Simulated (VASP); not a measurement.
Wanted: the native input for a VASP 6.6.1 run.

* Task: single point
* Functional: HSE06
* Potentials or basis: VASP PAW PBE potentials, release 64 (Pb_d)
* Cutoff: 520 eV
* k mesh: 6 × 6 × 6
* Occupations: fermi-dirac, width 0.1 eV
* Spin: no spin polarisation
* Dipole correction: no
* Grid for exact exchange (PRECFOCK): Normal
* Further INCAR settings: ALGO = Normal; EDIFF = 1e-06; NBANDS = 13
* Screening parameter: 0.2079 1/Å

Pb:

```xyz
1
Lattice="0.0000 2.4981 2.4981 2.4981 0.0000 2.4981 2.4981 2.4981 0.0000" Properties=species:S:1:pos:R:3 pbc="T T T"
Pb    0.0000    0.0000    0.0000
```

The input as run:

POSCAR

```
Pb
1.0
    0.0000000000      2.4981202968      2.4981202968
    2.4981202968      0.0000000000      2.4981202968
    2.4981202968      2.4981202968      0.0000000000
Pb
1
Direct
    0.0000000000      0.0000000000      0.0000000000
```

INCAR.step1

```
PREC = Accurate
ENCUT = 520
EDIFF = 1E-5
ISMEAR = -1
SIGMA = 0.1
LREAL = False
LASPH = True
NELM = 100
ALGO = Normal
ISIF = 2
LWAVE = True
LCHARG = False
NBANDS = 13
GGA = PE
```

INCAR.step2

```
PREC = Accurate
ENCUT = 520
EDIFF = 1E-6
ISMEAR = -1
SIGMA = 0.1
LREAL = False
LASPH = True
NELM = 100
ALGO = Normal
ISIF = 2
LWAVE = False
LCHARG = False
GGA = PE
LHFCALC = True
HFSCREEN = 0.2079
PRECFOCK = Normal
NBANDS = 13
ISTART = 1
```

KPOINTS

```
regular mesh
0
Gamma
  6 6 6
```

Potentials or basis: VASP PAW PBE potentials, release 64 (Pb_d).

Command:

```bash
$ cat potpaw_PBE.64/Pb_d/POTCAR > POTCAR
$ cp INCAR.step1 INCAR
$ mpirun -np 1 vasp_std > vasp.out
$ cp INCAR.step2 INCAR
$ mpirun -np 1 vasp_std > vasp.out
```

It gave:

```yaml
Pressure: 0.8 GPa
Band_gap_on_the_k_mesh: zero (band 7 reaches 14.86 eV, above the bottom of band 8 at 5.20 eV)
```

Caveat: the k points lie up to 0.36 Å⁻¹ apart; the PAW data sets were made with another functional, which shifts forces and pressure a little; spin-orbit coupling is left out, which moves the levels of the heavy elements.

Run time: 29 min on 1 thread of Intel(R) Xeon(R) Platinum 8375C CPU @ 2.90GHz (Ice Lake), on a shared host, peak memory 0.27 GiB.
